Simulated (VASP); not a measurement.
# TaN in VASP: settings compared

Aim: see how the results for TaN move with the level of theory and the settings. Levels: PBE, LDA, PBEsol. Tasks: single point.

Everything below comes from runs of VASP 6.6.1. Logs are shortened: lines on timing, memory, paths and dates and some standing lists are left out, and cuts for length are marked.

### 1 The cell of the first run

Symmetry: Fm-3m, No. 225, cubic system. Conventional cell: a = 4.358 Å, b = 4.358 Å, c = 4.358 Å, α = 90.00°, β = 90.00°, γ = 90.00°. Ta (site symmetry m-3m) has 6 N at 2.18 Å within 2.9 Å. N (site symmetry m-3m) has 6 Ta at 2.18 Å within 2.9 Å.

### 2 Single point, PBE

File INCAR:

```
SYSTEM = TaN
ALGO = Normal
EDIFF = 1E-6
ENCUT = 520
GGA = PE
ISIF = 2
ISMEAR = -1
LASPH = .TRUE.
LCHARG = .FALSE.
LREAL = .FALSE.
LWAVE = .FALSE.
NBANDS = 15
NELM = 60
PREC = Accurate
SIGMA = 0.02
```

File KPOINTS:

```
k-points
0
G
  9 9 9
  0 0 0
```

File POSCAR:

```
TaN
1.0
    0.0000000000      2.1790000000      2.1790000000
    2.1790000000      0.0000000000      2.1790000000
    2.1790000000      2.1790000000      0.0000000000
Ta N
1 1
Direct
    0.5000000000      0.5000000000      0.5000000000
    0.0000000000      0.0000000000      0.0000000000
```

Potentials or basis: VASP PAW PBE potentials, release 64 (Ta_pv, N).

On the command line:

```bash
> cat potpaw_PBE.64/Ta_pv/POTCAR potpaw_PBE.64/N/POTCAR > POTCAR
> mpirun -np 1 vasp_std > vasp.out
```

OUTCAR:

```text
SYSTEM = TaN
   EDIFF = 1E-6
   ENCUT = 520
   GGA = PE
   ISIF = 2
   ISMEAR = -1
   LASPH = .TRUE.
   LREAL = .FALSE.
   NELM = 60
   PREC = Accurate

 ion  position               nearest neighbor table
   1  0.500  0.500  0.500-   2 2.18   2 2.18   2 2.18   2 2.18   2 2.18   2 2.18
   2  0.000  0.000  0.000-   1 2.18   1 2.18   1 2.18   1 2.18   1 2.18   1 2.18

  LATTYP: Found a face centered cubic cell.
 ALAT       =     4.3580000000

  Lattice vectors:

 A1 = (   0.0000000000,   2.1790000000,   2.1790000000)
 A2 = (   2.1790000000,   0.0000000000,   2.1790000000)
 A3 = (   2.1790000000,   2.1790000000,   0.0000000000)

Analysis of symmetry for initial positions (statically):
=====================================================================
 Subroutine PRICEL returns:
 Original cell was already a primitive cell.

 Routine SETGRP: Setting up the symmetry group for a
 face centered cubic supercell.

 Subroutine GETGRP returns: Found 48 space group operations
 (whereof 48 operations were pure point group operations)
 out of a pool of 48 trial point group operations.

The static configuration has the point symmetry O_h .

Analysis of symmetry for dynamics (positions and initial velocities):
=====================================================================
 Subroutine PRICEL returns:
 Original cell was already a primitive cell.

 Routine SETGRP: Setting up the symmetry group for a
 face centered cubic supercell.

 Subroutine GETGRP returns: Found 48 space group operations
 (whereof 48 operations were pure point group operations)
 out of a pool of 48 trial point group operations.

The dynamic configuration has the point symmetry O_h .

 Subroutine INISYM returns: Found 48 space group operations
 (whereof 48 operations are pure point group operations),
 and found     1 'primitive' translations

----------------------------------------------------------------------------------------

                                     Primitive cell

  volume of cell :      20.6920

  direct lattice vectors                    reciprocal lattice vectors
     0.000000000  2.179000000  2.179000000    -0.229463056  0.229463056  0.229463056
     2.179000000  0.000000000  2.179000000     0.229463056 -0.229463056  0.229463056
     2.179000000  2.179000000  0.000000000     0.229463056  0.229463056 -0.229463056

  length of vectors
     3.081571352  3.081571352  3.081571352     0.397441672  0.397441672  0.397441672

  position of ions in fractional coordinates (direct lattice)
     0.500000000  0.500000000  0.500000000
     0.000000000  0.000000000  0.000000000

  ion indices of the primitive-cell ions
   primitive index   ion index
                 1           1
                 2           2

----------------------------------------------------------------------------------------

 KPOINTS: k-points

Automatic generation of k-mesh.
 Grid dimensions read from file:
 generate k-points for:    9    9    9

 Generating k-lattice:

  Cartesian coordinates                     Fractional coordinates (reciprocal lattice)
    -0.025495895  0.025495895  0.025495895     0.111111111  0.000000000  0.000000000
     0.025495895 -0.025495895  0.025495895     0.000000000  0.111111111  0.000000000
     0.025495895  0.025495895 -0.025495895     0.000000000  0.000000000  0.111111111

  Length of vectors
     0.044160186  0.044160186  0.044160186

  Shift w.r.t. Gamma in fractional coordinates (k-lattice)
     0.000000000  0.000000000  0.000000000

 Subroutine IBZKPT returns following result:
 ===========================================

 Found     35 irreducible k-points:

 Following reciprocal coordinates:
            Coordinates               Weight
  0.000000  0.000000  0.000000      1.000000
  0.111111  0.000000  0.000000      8.000000
  0.222222  0.000000  0.000000      8.000000
  0.333333  0.000000  0.000000      8.000000
  0.444444  0.000000  0.000000      8.000000
  0.111111  0.111111  0.000000      6.000000
[... 16 lines left out ...]
 -0.333333  0.333333  0.000000     12.000000
  0.444444  0.444444  0.000000      6.000000
 [... further k-points ...]
   k-points           NKPTS =     35   k-points in BZ     NKDIM =     35   number of bands    NBANDS=     15
   number of dos      NEDOS =    301   number of ions     NIONS =      2
   total plane-waves  NPLWV =  13824
   dimension x,y,z NGX =    24 NGY =   24 NGZ =   24
   dimension x,y,z NGXF=    48 NGYF=   48 NGZF=   48
   ions per type =               1   1
   NGX,Y,Z   is equivalent  to a cutoff of  12.95, 12.95, 12.95 a.u.
   NGXF,Y,Z  is equivalent  to a cutoff of  25.90, 25.90, 25.90 a.u.
 SYSTEM =  TaN
   PREC   = accura    normal or accurate (medium, high low for compatibility)
   ISTART =      0    job   : 0-new  1-cont  2-samecut
   ICHARG =      2    charge: 1-file 2-atom 10-const
   ISPIN  =      1    spin polarized calculation?
   LNONCOLLINEAR =      F non collinear calculations
   LSORBIT =      F    spin-orbit coupling
   LASPH  =      T    aspherical Exc in radial PAW
   ENCUT  =  520.0 eV  38.22 Ry    6.18 a.u.   5.73  5.73  5.73*2*pi/ulx,y,z
   NELM   =     60;   NELMIN=  2; NELMDL= -5     # of ELM steps
   EDIFF  = 0.1E-05   stopping-criterion for ELM
   LREAL  =      F    real-space projection
   EDIFFG = 0.1E-04   stopping-criterion for IOM
   NSW    =      0    number of steps for IOM
   IBRION =     -1    ionic relax: 0-MD 1-quasi-New 2-CG
   NFREE  =      0    steps in history (QN), initial steepest desc. (CG)
   ISIF   =      2    stress and relaxation
   ISYM   =      2    0-nonsym 1-usesym 2-fastsym
   POTIM  = 0.5000    time-step for ionic-motion
   TEBEG  =    0.0;   TEEND  =   0.0 temperature during run
   PSTRESS=    0.0 pullay stress
   NELECT =      16.0000    total number of electrons
   NUPDOWN=      -1.0000    fix difference up-down
   EMIN   =  10.00;   EMAX   =-10.00  energy-range for DOS
   EFERMI =   0.00;   METHOD = LEGACY
   ISMEAR =    -1;   SIGMA  =   0.02  broadening in eV -4-tet -1-fermi 0-gaus
   EFERMI_NEDOS =   21; number of points for ismear=-14 and -15
   IALGO  =     38    algorithm
   IMIX   =      4    mixing-type and parameters
     AMIX     =   0.40;   BMIX     =  1.00
     AMIX_MAG =   1.60;   BMIX_MAG =  1.00
  volume/ion in A,a.u.               =      10.35        69.82
  Fermi-wavevector in a.u.,A,eV,Ry     =   1.502615  2.839530 30.719922  2.257851
  Thomas-Fermi vector in A             =   2.613832
   LORBIT       =      0    0 simple, 1 ext, 2 COOP (PROOUT), +10 PAW based schemes
   GGA     = PE    functional components
   LHFCALC =     F    Hartree Fock is set to
   AEXX    =    0.0000 exact exchange contribution
   IVDW    =     0    specifies the selected vdW correction
   LEPSILON=     F    determine dielectric tensor
   LRPA    =     F    only Hartree local field effects (RPA)
 non-spin polarized calculation
  energy-cutoff  :      520.00
  volume of cell :       20.69
 maximum number of plane-waves:       568
   NGX = 11   NGY = 11   NGZ = 11

 number of electron      16.0000000 magnetization

 Free energy of the ion-electron system (eV)
  ---------------------------------------------------
  ext. energy  EPLUGINS =         0.00000000
  ---------------------------------------------------
  free energy    TOTEN  =       -21.78660810 eV

  energy without entropy =      -21.78553551  energy(sigma->0) =      -21.78607180

 E-fermi :   9.7598     XC(G=0): -13.5906

 val. band max:        9.6465569592   @ k =  -0.4444   0.2222   0.1111
 cond. band min:       9.7900702516   @ k =  -0.2222   0.2222   0.0000
 fundamental gap:      0.1435132924
 Fermi energy:         9.7597878206

 k-point     1 :       0.0000    0.0000    0.0000
  band No.  band energies     occupation
      1     -25.8716      2.00000
      2     -25.8716      2.00000
      3     -25.8716      2.00000
      4      -9.2319      2.00000
      5       5.9525      2.00000
      6       5.9525      2.00000
      7       5.9525      2.00000
      8       7.6746      2.00000
      9       7.6746      2.00000
     10       7.6746      2.00000
     11       9.9263      0.00048
     12       9.9263      0.00048
     13      11.6154      0.00000
     14      19.2735      0.00000
     15      22.2752      0.00000

 k-point     2 :       0.1111    0.0000    0.0000
  band No.  band energies     occupation
      1     -25.9910      2.00000
      2     -25.8823      2.00000
      3     -25.8823      2.00000
      4      -8.9210      2.00000
      5       4.6299      2.00000
      6       5.0427      2.00000
      7       5.0427      2.00000
      8       8.1196      2.00000
      9       8.1196      2.00000
     10       8.1877      2.00000
     11      11.0704      0.00000
     12      11.0704      0.00000
     13      12.4541      0.00000
     14      20.2017      0.00000
     15      22.2749      0.00000

 k-point     3 :       0.2222    0.0000    0.0000
  band No.  band energies     occupation
      1     -26.2816      2.00000
      2     -25.9091      2.00000
      3     -25.9091      2.00000
      4      -8.0947      2.00000
      5       2.5454      2.00000
      6       3.6959      2.00000
      7       3.6959      2.00000
      8       8.8516      2.00000
      9       9.1298      2.00000
     10       9.1298      2.00000
     11      13.3169      0.00000
     12      13.3169      0.00000
     13      14.0902      0.00000
     14      22.1559      0.00000
     15      22.2840      0.00000
[... 343 lines left out ...]
 k-point    23 :      -0.3333    0.3333    0.0000
  band No.  band energies     occupation
      1     -26.4939      2.00000
      2     -26.4426      2.00000
      3     -26.0582      2.00000
      4      -6.9827      2.00000
      5       1.1771      2.00000
      6       2.9098      2.00000
      7       2.9555      2.00000
      8       8.9867      2.00000
      9      11.7935      0.00000
     10      11.8288      0.00000
     11      14.1864      0.00000
     12      16.5167      0.00000
     13      19.6812      0.00000
     14      21.3030      0.00000
     15      21.3197      0.00000

 k-point    24 :       0.4444    0.4444    0.0000
  band No.  band energies     occupation
      1     -26.6504      2.00000
      2     -26.1747      2.00000
      3     -26.1747      2.00000
      4      -7.9264      2.00000
      5       2.8999      2.00000
      6       4.2741      2.00000
      7       5.1151      2.00000
      8       5.1151      2.00000
      9      11.9832      0.00000
     10      13.5043      0.00000
     11      13.5043      0.00000
     12      14.5334      0.00000
     13      17.3355      0.00000
     14      19.2662      0.00000
     15      22.2834      0.00000

 [... further k-points ...]
[... 5 lines left out ...]
  --------------------------------------------------------------------------------------
  -------------------------------------------------------------------------------------
  Total        1.9911191      1.9911191      1.9911191      0.0000000      0.0000000      0.0000000
  in kB      154.1722226    154.1722226    154.1722226      0.0000000      0.0000000      0.0000000
  external PRESSURE =     154.1722226 kB  Pullay stress =       0.0000000 kB

 VOLUME and BASIS-vectors are now :
 -----------------------------------------------------------------------------
  energy-cutoff  :      520.00
  volume of cell :       20.69
      direct lattice vectors                 reciprocal lattice vectors
     0.000000000  2.179000000  2.179000000    -0.229463056  0.229463056  0.229463056
     2.179000000  0.000000000  2.179000000     0.229463056 -0.229463056  0.229463056
     2.179000000  2.179000000  0.000000000     0.229463056  0.229463056 -0.229463056

 POSITION                                       TOTAL-FORCE (eV/Angst)
 -----------------------------------------------------------------------------------
      2.17900      2.17900      2.17900        -0.000000     -0.000000     -0.000000
      0.00000      0.00000      0.00000         0.000000      0.000000      0.000000
 -----------------------------------------------------------------------------------
    total drift:                                0.000000     -0.000000     -0.000000

  FREE ENERGIE OF THE ION-ELECTRON SYSTEM (eV)
  ---------------------------------------------------
  free  energy   TOTEN  =       -21.7866080950 eV

  energy  without entropy=      -21.7855355126  energy(sigma->0) =      -21.78607180
```

It took 16 s on 1 thread of Intel Xeon Platinum 8259CL at 2.50GHz (Skylake/Cascade Lake), shared host; peak memory 0.14 GiB.

What came out:

```
Free energy            : -21.7866 eV
Pressure               : 15.4 GPa
Band gap on the k mesh : zero (band 8 reaches 11.47 eV, above the bottom of band 9 at 7.67 eV)
```

Caveat: spin-orbit coupling is left out, which moves the levels of the heavy elements.

### 3 Single point, PBE (equal xy, yz and zx shear strains of +3 %)

File INCAR:

```
SYSTEM = TaN
ALGO = Normal ; EDIFF = 1E-6
ENCUT = 520 ; GGA = PE
ISIF = 2 ; ISMEAR = -1
LASPH = .TRUE. ; LCHARG = .FALSE.
LREAL = .FALSE. ; LWAVE = .FALSE.
NBANDS = 15 ; NELM = 100
PREC = Accurate ; SIGMA = 0.02
```

KPOINTS is that of step 2.

File POSCAR:

```
TaN
1.0
    0.0653700000      2.2116850000      2.2116850000
    2.2116850000      0.0653700000      2.2116850000
    2.2116850000      2.2116850000      0.0653700000
Ta N
1 1
Direct
    0.5000000000      0.5000000000      0.5000000000
    0.0000000000      0.0000000000      0.0000000000
```

Potentials or basis: VASP PAW PBE potentials, release 64 (Ta_pv, N).

On the command line:

```bash
> cat potpaw_PBE.64/Ta_pv/POTCAR potpaw_PBE.64/N/POTCAR > POTCAR
> mpirun -np 1 vasp_std > vasp.out
```

OUTCAR:

```text
SYSTEM = TaN
   EDIFF = 1E-6
   ENCUT = 520
   GGA = PE
   ISIF = 2
   ISMEAR = -1
   LASPH = .TRUE.
   LREAL = .FALSE.
   NELM = 100
   PREC = Accurate

 ion  position               nearest neighbor table
   1  0.500  0.500  0.500-   2 2.18   2 2.18   2 2.18   2 2.18   2 2.18   2 2.18
   2  0.000  0.000  0.000-   1 2.18   1 2.18   1 2.18   1 2.18   1 2.18   1 2.18

  LATTYP: Found a trigonal (rhomboedric) cell.
 ALAT       =     3.1284779551
 COS(alpha) =     0.5293254421

  Lattice vectors:

[... 609 lines left out ...]
     10      13.4279      0.00000
     11      13.5803      0.00000
     12      14.5280      0.00000
     13      17.3982      0.00000
     14      19.3025      0.00000
     15      22.3028      0.00000

 [... further k-points ...]
[... 5 lines left out ...]
  --------------------------------------------------------------------------------------
  -------------------------------------------------------------------------------------
  Total        2.0470984      2.0470984      2.0470984     -0.2889933     -0.2889933     -0.2889933
  in kB      158.6126873    158.6126873    158.6126873    -22.3916993    -22.3916993    -22.3916993
  external PRESSURE =     158.6126873 kB  Pullay stress =       0.0000000 kB

 VOLUME and BASIS-vectors are now :
 -----------------------------------------------------------------------------
  energy-cutoff  :      520.00
  volume of cell :       20.68
      direct lattice vectors                 reciprocal lattice vectors
     0.065370000  2.211685000  2.211685000    -0.236350001  0.229564834  0.229564834
     2.211685000  0.065370000  2.211685000     0.229564834 -0.236350001  0.229564834
     2.211685000  2.211685000  0.065370000     0.229564834  0.229564834 -0.236350001

 POSITION                                       TOTAL-FORCE (eV/Angst)
 -----------------------------------------------------------------------------------
      2.24437      2.24437      2.24437        -0.000000      0.000000     -0.000000
      0.00000      0.00000      0.00000         0.000000     -0.000000      0.000000
 -----------------------------------------------------------------------------------
    total drift:                                0.000000     -0.000000     -0.000000

  FREE ENERGIE OF THE ION-ELECTRON SYSTEM (eV)
  ---------------------------------------------------
  free  energy   TOTEN  =       -21.7738461424 eV

  energy  without entropy=      -21.7727650702  energy(sigma->0) =      -21.77330561
```

stdout:

```text
POSCAR found type information on POSCAR TaN
 POSCAR found :  2 types and       2 ions
 scaLAPACK will be used
 LDA part: xc-table for (Slater+PW92), standard interpolation
 POSCAR, INCAR and KPOINTS ok, starting setup
 FFT: planning ... GRIDC
 FFT: planning ... GRID_SOFT
 FFT: planning ... GRID
 WAVECAR not read
 entering main loop
```

Wall time 32 s (1 thread of Intel Xeon Platinum 8259CL at 2.50GHz (Skylake/Cascade Lake), shared host); peak memory 0.16 GiB.

What came out:

```yaml
Free_energy: -21.7738 eV
Pressure: 15.9 GPa
Band_gap_on_the_k_mesh: zero (band 8 reaches 11.34 eV, above the bottom of band 9 at 7.91 eV)
```

Stress tensor (GPa, compression positive):
```
15.86 -2.24 -2.24
-2.24 15.86 -2.24
-2.24 -2.24 15.86
```

Caveat: the cell differs from its parent crystal (equal xy, yz and zx shear strains of +3 %); spin-orbit coupling is left out, which moves the levels of the heavy elements.

### 4 Single point, LDA

File INCAR:

```
  PREC = Accurate
  ENCUT = 520
  EDIFF = 1E-6
  ISMEAR = -1
  SIGMA = 0.02
  LREAL = False
  LASPH = True
  NELM = 100
  ALGO = Normal
  ISIF = 2
  LWAVE = False
  LCHARG = False
  NBANDS = 15
```

File KPOINTS:

```
regular mesh
0
Gamma
  9 9 9
```

File POSCAR:

```
TaN
1.0
    0.0000000000      2.1790000000      2.1790000000
    2.1790000000      0.0000000000      2.1790000000
    2.1790000000      2.1790000000      0.0000000000
Ta N
1 1
Direct
    0.5000000000      0.5000000000      0.5000000000
    0.0000000000      0.0000000000      0.0000000000
```

Potentials or basis: VASP PAW LDA potentials, release 64 (Ta_pv, N).

On the command line:

```bash
> cat potpaw_LDA.64/Ta_pv/POTCAR potpaw_LDA.64/N/POTCAR > POTCAR
> mpirun -np 1 vasp_std > vasp.out
```

Run time: 4.4 s. Hardware: 1 thread of Intel Xeon 6975P-C (Granite Rapids), shared host; peak memory 0.13 GiB.

Results (log left out):

```
Free energy            : -24.1508 eV
Pressure               : -0.6 GPa
Band gap on the k mesh : zero (band 8 reaches 11.34 eV, above the bottom of band 9 at 7.50 eV)
```

Levels at points of the mesh, in eV from the Fermi level:
| k point | band 4 | band 5 | band 6 | band 7 | band 8 | band 9 | band 10 | band 11 | band 12 | band 13 |
| --- | --- | --- | --- | --- | --- | --- | --- | --- | --- | --- |
| (0.00, 0.00, 0.00) | -18.71 | -3.72 | -3.72 | -3.72 | -2.09 | -2.09 | -2.09 | 0.12 | 0.12 | 2.09 |

Caveat: spin-orbit coupling is left out, which moves the levels of the heavy elements.

### 5 Single point, PBEsol

File INCAR:

```
SYSTEM = TaN
  ALGO = Normal
  EDIFF = 1E-6
  ENCUT = 520
  GGA = PS
  ISIF = 2
  ISMEAR = -1
  LASPH = .True.
  LCHARG = .False.
  LREAL = .False.
  LWAVE = .False.
  NBANDS = 15
  NELM = 60
  PREC = Accurate
  SIGMA = 0.02
```

File KPOINTS:

```
k-points
0
Gamma
  9 9 9
  0 0 0
```

POSCAR is that of step 4.

Potentials or basis: VASP PAW PBE potentials, release 64 (Ta_pv, N).

On the command line:

```bash
> cat potpaw_PBE.64/Ta_pv/POTCAR potpaw_PBE.64/N/POTCAR > POTCAR
> mpirun -np 1 vasp_std > vasp.out
```

Run time: 6.6 s. Hardware: 1 thread of Intel Xeon 6975P-C (Granite Rapids), shared host; peak memory 0.14 GiB.

Results (log left out):

```
Free energy            : -23.2089 eV
Pressure               : 5.4 GPa
Band gap on the k mesh : zero (band 8 reaches 11.31 eV, above the bottom of band 9 at 7.48 eV)
```

Levels at points of the mesh, in eV from the Fermi level:
```csv
k point,band 5,band 6,band 7,band 8,band 9,band 10,band 11,band 12
"(0.00, 0.00, 0.00)",-3.76,-3.76,-3.76,-2.10,-2.10,-2.10,0.14,0.14
```

Caveat: the PAW data sets were made with another functional, which shifts forces and pressure a little; spin-orbit coupling is left out, which moves the levels of the heavy elements.

### 6 Summary

| level | potentials or basis | cell | gap on the mesh (eV) | pressure (GPa) |
| --- | --- | --- | --- | --- |
| PBE | VASP PAW PBE potentials, release 64 (Ta_pv, N) | a = 3.082 Å, angles 60.0°, 2 atoms | none | 15.4 |
| PBE | VASP PAW PBE potentials, release 64 (Ta_pv, N) | a = 3.128 Å, angles 58.0°, 2 atoms | none | 15.9 |
| LDA | VASP PAW LDA potentials, release 64 (Ta_pv, N) | a = 3.082 Å, angles 60.0°, 2 atoms | none | -0.6 |
| PBEsol | VASP PAW PBE potentials, release 64 (Ta_pv, N) | a = 3.082 Å, angles 60.0°, 2 atoms | none | 5.4 |

Alike in all rows: task single point; no spin polarisation; k mesh 9 × 9 × 9; cutoff (eV) 520; smearing fermi-dirac 0.02 eV.

Caveats: spin-orbit coupling is left out, which moves the levels of the heavy elements; the PAW data sets were made with another functional, which shifts forces and pressure a little (some runs).

Absolute energies hang on the potentials; compare differences alone.
